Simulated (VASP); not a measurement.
# Mo (Im-3m) in VASP: notebook

Mo is run at these levels: PBE; tasks: single point.

Program: VASP 6.6.1. These are calculated values, not measurements. Logs are shortened: lines on timing, memory, paths and dates and some standing lists are left out, and cuts for length are marked.

### 1 The cell of the first run

Symmetry: Im-3m, No. 229, cubic system. The conventional cell has a = 3.119 Å, b = 3.119 Å, c = 3.119 Å, α = 90.00°, β = 90.00°, γ = 90.00°. Mo (site symmetry m-3m) has 14 Mo at 2.70 to 3.12 Å within 3.6 Å.

### 2 Single point, PBE

INCAR

```
  ALGO = Normal
  EDIFF = 1E-6
  ENCUT = 500
  GGA = PE
  GGA_COMPAT = False
  ISIF = 2
  ISMEAR = 1
  LASPH = True
  LCHARG = False
  LREAL = False
  LWAVE = False
  NBANDS = 13
  NELM = 120
  PREC = Accurate
  SIGMA = 0.02
```

KPOINTS

```
k-points
0
Gamma
  10 10 10
```

POSCAR

```
Mo
1.0
   -1.5593028945      1.5593028945      1.5593028945
    1.5593028945     -1.5593028945      1.5593028945
    1.5593028945      1.5593028945     -1.5593028945
Mo
1
Direct
    0.0000000000      0.0000000000      0.0000000000
```

Potentials or basis: VASP PAW PBE potentials, release 64 (Mo_sv).

Command:

```
> cat potpaw_PBE.64/Mo_sv/POTCAR > POTCAR
> mpirun -np 1 vasp_std > vasp.out
```

OUTCAR:

```text
EDIFF = 1E-6
   ENCUT = 500
   GGA = PE
   ISIF = 2
   ISMEAR = 1
   LASPH = True
   LREAL = False
   NELM = 120
   PREC = Accurate

 ion  position               nearest neighbor table
   1  0.000  0.000  0.000-

  LATTYP: Found a body centered cubic cell.
 ALAT       =     3.1186057890

  Lattice vectors:

 A1 = (  -1.5593028945,   1.5593028945,   1.5593028945)
 A2 = (   1.5593028945,  -1.5593028945,   1.5593028945)
 A3 = (   1.5593028945,   1.5593028945,  -1.5593028945)

Analysis of symmetry for initial positions (statically):
=====================================================================
 Subroutine PRICEL returns:
 Original cell was already a primitive cell.

 Routine SETGRP: Setting up the symmetry group for a
 body centered cubic supercell.

 Subroutine GETGRP returns: Found 48 space group operations
 (whereof 48 operations were pure point group operations)
 out of a pool of 48 trial point group operations.

The static configuration has the point symmetry O_h .

Analysis of symmetry for dynamics (positions and initial velocities):
=====================================================================
 Subroutine PRICEL returns:
 Original cell was already a primitive cell.

 Routine SETGRP: Setting up the symmetry group for a
 body centered cubic supercell.

 Subroutine GETGRP returns: Found 48 space group operations
 (whereof 48 operations were pure point group operations)
 out of a pool of 48 trial point group operations.

The dynamic configuration has the point symmetry O_h .

 Subroutine INISYM returns: Found 48 space group operations
 (whereof 48 operations are pure point group operations),
 and found     1 'primitive' translations

----------------------------------------------------------------------------------------

                                     Primitive cell

  volume of cell :      15.1653

  direct lattice vectors                    reciprocal lattice vectors
    -1.559302895  1.559302895  1.559302895     0.000000000  0.320656110  0.320656110
     1.559302895 -1.559302895  1.559302895     0.320656110  0.000000000  0.320656110
     1.559302895  1.559302895 -1.559302895     0.320656110  0.320656110  0.000000000

  length of vectors
     2.700791838  2.700791838  2.700791838     0.453476219  0.453476219  0.453476219

  position of ions in fractional coordinates (direct lattice)
[... 76 lines left out ...]
   NELM   =    120;   NELMIN=  2; NELMDL= -5     # of ELM steps
   EDIFF  = 0.1E-05   stopping-criterion for ELM
   LREAL  =      F    real-space projection
   EDIFFG = 0.1E-04   stopping-criterion for IOM
   NSW    =      0    number of steps for IOM
   IBRION =     -1    ionic relax: 0-MD 1-quasi-New 2-CG
   NFREE  =      0    steps in history (QN), initial steepest desc. (CG)
   ISIF   =      2    stress and relaxation
   ISYM   =      2    0-nonsym 1-usesym 2-fastsym
   POTIM  = 0.5000    time-step for ionic-motion
   TEBEG  =    0.0;   TEEND  =   0.0 temperature during run
   PSTRESS=    0.0 pullay stress
   NELECT =      14.0000    total number of electrons
   NUPDOWN=      -1.0000    fix difference up-down
   EMIN   =  10.00;   EMAX   =-10.00  energy-range for DOS
   EFERMI =   0.00;   METHOD = LEGACY
   ISMEAR =     1;   SIGMA  =   0.02  broadening in eV -4-tet -1-fermi 0-gaus
   EFERMI_NEDOS =   21; number of points for ismear=-14 and -15
   IALGO  =     38    algorithm
   IMIX   =      4    mixing-type and parameters
     AMIX     =   0.40;   BMIX     =  1.00
     AMIX_MAG =   1.60;   BMIX_MAG =  1.00
  volume/ion in A,a.u.               =      15.17       102.34
  Fermi-wavevector in a.u.,A,eV,Ry     =   1.594044  3.012307 34.572090  2.540977
  Thomas-Fermi vector in A             =   2.692180
   LORBIT       =      0    0 simple, 1 ext, 2 COOP (PROOUT), +10 PAW based schemes
   GGA     = PE    functional components
   LHFCALC =     F    Hartree Fock is set to
   AEXX    =    0.0000 exact exchange contribution
   IVDW    =     0    specifies the selected vdW correction
   LEPSILON=     F    determine dielectric tensor
   LRPA    =     F    only Hartree local field effects (RPA)
 non-spin polarized calculation
 Methfessel and Paxton  Order N= 1 SIGMA  =   0.02
  energy-cutoff  :      500.00
  volume of cell :       15.17
 maximum number of plane-waves:       397
   NGX =  9   NGY =  9   NGZ =  9

 number of electron      13.9999997 magnetization

 Free energy of the ion-electron system (eV)
  ---------------------------------------------------
  ext. energy  EPLUGINS =         0.00000000
  ---------------------------------------------------
  free energy    TOTEN  =       -10.89715499 eV

  energy without entropy =      -10.89704519  energy(sigma->0) =      -10.89711839

 E-fermi :  13.2006     XC(G=0): -13.5579

 val. band max:       13.1942187882   @ k =  -0.3000   0.3000   0.3000
 cond. band min:      13.2137268166   @ k =  -0.2000   0.2000   0.2000
 fundamental gap:      0.0195080285
 Fermi energy:        13.2005724339

 k-point     1 :       0.0000    0.0000    0.0000
  band No.  band energies     occupation
      1     -48.1694      2.00000
      2     -21.3641      2.00000
      3     -21.3641      2.00000
      4     -21.3641      2.00000
      5       5.7550      2.00000
      6      11.6789      2.00000
      7      11.6789      2.00000
      8      11.6789      2.00000
      9      14.8193      0.00000
     10      14.8193      0.00000
     11      27.9628      0.00000
     12      27.9628      0.00000
     13      27.9628      0.00000
[... 354 lines left out ...]
  band No.  band energies     occupation
      1     -47.9524      2.00000
      2     -22.3764      2.00000
      3     -21.7424      2.00000
      4     -21.4877      2.00000
      5       8.3467      2.00000
      6      10.6127      2.00000
      7      11.3841      2.00000
      8      13.6505      0.00000
      9      15.0307      0.00000
     10      15.8950      0.00000
     11      27.5495      0.00000
     12      29.3039      0.00000
     13      33.4333      0.00000

 [... further k-points ...]
[... 5 lines left out ...]
  --------------------------------------------------------------------------------------
  -------------------------------------------------------------------------------------
  Total        1.0725800      1.0725800      1.0725800     -0.0000000     -0.0000000      0.0000000
  in kB      113.3153736    113.3153736    113.3153736     -0.0000000     -0.0000000      0.0000000
  external PRESSURE =     113.3153736 kB  Pullay stress =       0.0000000 kB

 VOLUME and BASIS-vectors are now :
 -----------------------------------------------------------------------------
  energy-cutoff  :      500.00
  volume of cell :       15.17
      direct lattice vectors                 reciprocal lattice vectors
    -1.559302895  1.559302895  1.559302895     0.000000000  0.320656110  0.320656110
     1.559302895 -1.559302895  1.559302895     0.320656110  0.000000000  0.320656110
     1.559302895  1.559302895 -1.559302895     0.320656110  0.320656110  0.000000000

 POSITION                                       TOTAL-FORCE (eV/Angst)
 -----------------------------------------------------------------------------------
      0.00000      0.00000      0.00000         0.000000      0.000000      0.000000
 -----------------------------------------------------------------------------------
    total drift:                                0.000000     -0.000000      0.000000

  FREE ENERGIE OF THE ION-ELECTRON SYSTEM (eV)
  ---------------------------------------------------
  free  energy   TOTEN  =       -10.8971549893 eV

  energy  without entropy=      -10.8970451901  energy(sigma->0) =      -10.89711839
```

stdout:

```text
POSCAR found type information on POSCAR Mo
 POSCAR found :  1 types and       1 ions
 scaLAPACK will be used
 LDA part: xc-table for (Slater+PW92), standard interpolation
 POSCAR, INCAR and KPOINTS ok, starting setup
 FFT: planning ... GRIDC
 FFT: planning ... GRID_SOFT
 FFT: planning ... GRID
 WAVECAR not read
 entering main loop
```

Run time: 8.6 s. Hardware: 1 thread of AMD EPYC 7R13, shared host; peak memory 0.1 GiB.

What came out:

```yaml
Free_energy: -10.8972 eV
Pressure: 11.3 GPa
Band_gap_on_the_k_mesh: zero (band 7 reaches 17.26 eV, above the bottom of band 8 at 11.68 eV)
```

Levels at points of the mesh, in eV from the Fermi level:
| k point | band 3 | band 4 | band 5 | band 6 | band 7 | band 8 | band 9 | band 10 | band 11 | band 12 |
| --- | --- | --- | --- | --- | --- | --- | --- | --- | --- | --- |
| (0.00, 0.00, 0.00) | -34.56 | -34.56 | -7.45 | -1.52 | -1.52 | -1.52 | 1.62 | 1.62 | 14.76 | 14.76 |
| (0.50, 0.00, 0.00) | -35.05 | -34.58 | -5.62 | -3.65 | 1.64 | 1.67 | 2.32 | 4.87 | 11.91 | 12.02 |
| (0.50, 0.50, 0.50) | -35.62 | -35.62 | -5.78 | -5.78 | 4.06 | 4.06 | 4.06 | 9.19 | 9.19 | 9.19 |

### 3 Single point, PBE

This run uses another cell than the first one, of 15.58 Å³/atom, 1.027 times its volume.

INCAR

```
SYSTEM = Mo
PREC = Accurate
ENCUT = 500
EDIFF = 1E-6
ISMEAR = 1
SIGMA = 0.02
LREAL = .False.
LASPH = .True.
NELM = 120
ALGO = Normal
ISIF = 2
LWAVE = .False.
LCHARG = .False.
GGA = PE
NBANDS = 13
GGA_COMPAT = .False.
```

KPOINTS

```
Automatic mesh
0
Gamma
  10 10 10
  0 0 0
```

POSCAR

```
Mo
1.0
   -1.5734150000      1.5734150000      1.5734150000
    1.5734150000     -1.5734150000      1.5734150000
    1.5734150000      1.5734150000     -1.5734150000
Mo
1
Direct
    0.0000000000      0.0000000000      0.0000000000
```

Potentials or basis: VASP PAW PBE potentials, release 64 (Mo_sv).

Command:

```
> cat potpaw_PBE.64/Mo_sv/POTCAR > POTCAR
> mpirun -np 1 vasp_std > vasp.out
```

OUTCAR:

```text
SYSTEM = Mo
   PREC = Accurate
   ENCUT = 500
   EDIFF = 1E-6
   ISMEAR = 1
   LREAL = .False.
   LASPH = .True.
   NELM = 120
   ISIF = 2
   GGA = PE

 ion  position               nearest neighbor table
   1  0.000  0.000  0.000-

  LATTYP: Found a body centered cubic cell.
 ALAT       =     3.1468300000

  Lattice vectors:

 A1 = (  -1.5734150000,   1.5734150000,   1.5734150000)
 A2 = (   1.5734150000,  -1.5734150000,   1.5734150000)
 A3 = (   1.5734150000,   1.5734150000,  -1.5734150000)

Analysis of symmetry for initial positions (statically):
=====================================================================
 Subroutine PRICEL returns:
 Original cell was already a primitive cell.

 Routine SETGRP: Setting up the symmetry group for a
 body centered cubic supercell.

 Subroutine GETGRP returns: Found 48 space group operations
 (whereof 48 operations were pure point group operations)
 out of a pool of 48 trial point group operations.

The static configuration has the point symmetry O_h .

Analysis of symmetry for dynamics (positions and initial velocities):
=====================================================================
 Subroutine PRICEL returns:
 Original cell was already a primitive cell.

 Routine SETGRP: Setting up the symmetry group for a
 body centered cubic supercell.

 Subroutine GETGRP returns: Found 48 space group operations
 (whereof 48 operations were pure point group operations)
 out of a pool of 48 trial point group operations.

The dynamic configuration has the point symmetry O_h .

 Subroutine INISYM returns: Found 48 space group operations
 (whereof 48 operations are pure point group operations),
 and found     1 'primitive' translations

----------------------------------------------------------------------------------------

                                     Primitive cell

[... 108 lines left out ...]
     AMIX_MAG =   1.60;   BMIX_MAG =  1.00
  volume/ion in A,a.u.               =      15.58       105.14
  Fermi-wavevector in a.u.,A,eV,Ry     =   1.579747  2.985289 33.954710  2.495601
  Thomas-Fermi vector in A             =   2.680079
   LORBIT       =      0    0 simple, 1 ext, 2 COOP (PROOUT), +10 PAW based schemes
   GGA     = PE    functional components
   LHFCALC =     F    Hartree Fock is set to
   AEXX    =    0.0000 exact exchange contribution
   IVDW    =     0    specifies the selected vdW correction
   LEPSILON=     F    determine dielectric tensor
   LRPA    =     F    only Hartree local field effects (RPA)
 non-spin polarized calculation
 Methfessel and Paxton  Order N= 1 SIGMA  =   0.02
  energy-cutoff  :      500.00
  volume of cell :       15.58
 maximum number of plane-waves:       410
   NGX =  9   NGY =  9   NGZ =  9

 number of electron      14.0000001 magnetization

 Free energy of the ion-electron system (eV)
  ---------------------------------------------------
  ext. energy  EPLUGINS =         0.00000000
  ---------------------------------------------------
  free energy    TOTEN  =       -10.91619241 eV

  energy without entropy =      -10.91610077  energy(sigma->0) =      -10.91616186

 E-fermi :  12.7613     XC(G=0): -13.4041

 val. band max:       12.7529186433   @ k =  -0.2000   0.2000   0.1000
 cond. band min:      12.7796971763   @ k =  -0.2000   0.2000   0.2000
 fundamental gap:      0.0267785330
 Fermi energy:        12.7612633954

 k-point     1 :       0.0000    0.0000    0.0000
  band No.  band energies     occupation
      1     -48.6011      2.00000
      2     -21.8622      2.00000
      3     -21.8622      2.00000
      4     -21.8622      2.00000
      5       5.4000      2.00000
      6      11.2932      2.00000
      7      11.2932      2.00000
      8      11.2932      2.00000
      9      14.3316      0.00000
     10      14.3316      0.00000
     11      27.4824      0.00000
     12      27.4824      0.00000
     13      27.4824      0.00000
[... 354 lines left out ...]
  band No.  band energies     occupation
      1     -48.4062      2.00000
      2     -22.7913      2.00000
      3     -22.2109      2.00000
      4     -21.9752      2.00000
      5       7.9916      2.00000
      6      10.2678      2.00000
      7      10.9845      2.00000
      8      13.1979      0.00000
      9      14.5247      0.00000
     10      15.3473      0.00000
     11      26.9347      0.00000
     12      28.5423      0.00000
     13      32.6455      0.00000

 [... further k-points ...]
[... 5 lines left out ...]
  --------------------------------------------------------------------------------------
  -------------------------------------------------------------------------------------
  Total        0.3314831      0.3314831      0.3314831     -0.0000000     -0.0000000      0.0000000
  in kB       34.0864756     34.0864756     34.0864756     -0.0000000     -0.0000000      0.0000000
  external PRESSURE =      34.0864756 kB  Pullay stress =       0.0000000 kB

 VOLUME and BASIS-vectors are now :
 -----------------------------------------------------------------------------
  energy-cutoff  :      500.00
  volume of cell :       15.58
      direct lattice vectors                 reciprocal lattice vectors
    -1.573415000  1.573415000  1.573415000     0.000000000  0.317780115  0.317780115
     1.573415000 -1.573415000  1.573415000     0.317780115  0.000000000  0.317780115
     1.573415000  1.573415000 -1.573415000     0.317780115  0.317780115  0.000000000

 POSITION                                       TOTAL-FORCE (eV/Angst)
 -----------------------------------------------------------------------------------
      0.00000      0.00000      0.00000         0.000000     -0.000000     -0.000000
 -----------------------------------------------------------------------------------
    total drift:                                0.000000     -0.000000      0.000000

  FREE ENERGIE OF THE ION-ELECTRON SYSTEM (eV)
  ---------------------------------------------------
  free  energy   TOTEN  =       -10.9161924130 eV

  energy  without entropy=      -10.9161007676  energy(sigma->0) =      -10.91616186
```

Wall time 11 s (1 thread of AMD EPYC 7R13, shared host); peak memory 0.1 GiB.

Results:

| Quantity | Value |
| --- | --- |
| Free energy | -10.9162 eV |
| Pressure | 3.4 GPa |
| Band gap on the k mesh | zero (band 7 reaches 16.67 eV, above the bottom of band 8 at 11.29 eV) |

### 4 Single point, PBE

This run uses another cell than the first one, of 16.00 Å³/atom, 1.055 times its volume.

INCAR

```
SYSTEM = Mo
  PREC = Accurate
  ENCUT = 500
  EDIFF = 1E-6
  ISMEAR = 1
  SIGMA = 0.02
  LREAL = .False.
  LASPH = .True.
  NELM = 120
  ALGO = Normal
  ISIF = 2
  LWAVE = .False.
  LCHARG = .False.
  GGA = PE
  NBANDS = 13
  GGA_COMPAT = .False.
```

KPOINTS is that of step 3.

POSCAR

```
Mo
1.0
   -1.5872784016      1.5872784016      1.5872784016
    1.5872784016     -1.5872784016      1.5872784016
    1.5872784016      1.5872784016     -1.5872784016
Mo
1
Direct
    0.0000000000      0.0000000000      0.0000000000
```

Command:

```
> cat potpaw_PBE.64/Mo_sv/POTCAR > POTCAR
> mpirun -np 1 vasp_std > vasp.out
```

Run time: 8.3 s. Hardware: 1 thread of AMD EPYC 7R13, shared host; peak memory 0.1 GiB.

The run converged. Its results:

```yaml
Free_energy: -10.9161 eV
Pressure: -3.5 GPa
Band_gap_on_the_k_mesh: zero (band 7 reaches 16.10 eV, above the bottom of band 8 at 10.92 eV)
```

Levels at points of the mesh, in eV from the Fermi level:
```
           k point  band 5  band 6  band 7  band 8  band 9  band 10
(0.00, 0.00, 0.00)   -7.27   -1.42   -1.42   -1.42    1.52     1.52
(0.50, 0.00, 0.00)   -5.29   -3.40    1.43    1.54    2.15     4.49
(0.50, 0.50, 0.50)   -5.37   -5.37    3.76    3.76    3.76     8.77
```

### 5 Summary

```tsv
cell	gap on the mesh (eV)	pressure (GPa)
a = 2.701 Å, angles 109.5°, 1 atom	none	11.3
a = 2.725 Å, angles 109.5°, 1 atom	none	3.4
a = 2.749 Å, angles 109.5°, 1 atom	none	-3.5
```

Alike in all rows: task single point; level PBE; potentials or basis VASP PAW PBE potentials, release 64 (Mo_sv); no spin polarisation; k mesh 10 × 10 × 10; cutoff (eV) 500; smearing methfessel-paxton 0.02 eV.

Absolute energies hang on the potentials; compare differences alone.
